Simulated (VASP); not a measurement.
NaTiSe3:

```
CELL_PARAMETERS angstrom
4.34000 0.00000 0.00000
0.00000 4.34000 0.00000
0.00000 0.00000 4.34000
ATOMIC_POSITIONS crystal
Na 0.00000 0.00000 0.00000
Ti 0.50000 0.50000 0.50000
Se 0.50000 0.50000 0.00000
Se 0.00000 0.50000 0.50000
Se 0.50000 0.00000 0.50000
```

- Program: VASP 6.6.1
- Task: relaxation of cell and atoms
- Functional: LDA
- Potentials or basis: VASP PAW LDA potentials, release 64 (Na_pv, Ti_sv, Se)
- Cutoff: 600 eV
- k mesh: 6 × 6 × 6
- Occupations: fermi-dirac, width 0.1 eV
- Spin: no spin polarisation

At the start: pressure 48.2 GPa; volume 16.35 Å³/atom.

**Question.** Where does the relaxation end?

**Answer.** Over 18 steps the energy falls by 782.0 meV/atom and the volume is 23.39 Å³/atom (+43.1 %); space group Pm-3m (No. 221, to 0.05 Å).

Step by step:
```csv
step,energy change (eV),largest force (eV/Å),pressure (GPa),volume (Å³)
1,0.0000,0.0000,48.17,81.75
2,-2.4118,0.0000,-9.80,154.78
3,-3.9100,0.0000,-0.27,117.31
4,-3.9097,0.0000,0.28,116.51
5,-3.9097,0.0000,0.25,116.52
6,-3.9097,0.0000,0.26,116.53
7,-3.9097,0.0000,0.27,116.53
8,-3.9097,0.0000,0.27,116.53
9,-3.9097,0.0000,0.27,116.53
10,-3.9097,0.0000,0.26,116.53
11,-3.9097,0.0000,0.26,116.54
12,-3.9097,0.0000,0.25,116.54
13,-3.9097,0.0000,0.26,116.55
14,-3.9097,0.0000,0.25,116.56
15,-3.9098,0.0000,0.24,116.58
16,-3.9099,0.0000,0.21,116.64
17,-3.9100,0.0000,0.15,116.74
18,-3.9101,0.0000,0.03,116.95
```

Final structure:
```
Na Ti Se
1.0
     4.89032    0.00000    0.00000
     0.00000    4.89032    0.00000
     0.00000    0.00000    4.89032
Na Ti Se
1 1 3
Direct
  0.00000 0.00000 0.00000
  0.50000 0.50000 0.50000
  0.50000 0.50000 0.00000
  0.00000 0.50000 0.50000
  0.50000 0.00000 0.50000
```

Caveat: the volume moved by over 15 % at a fixed basis, so the end points are rough.
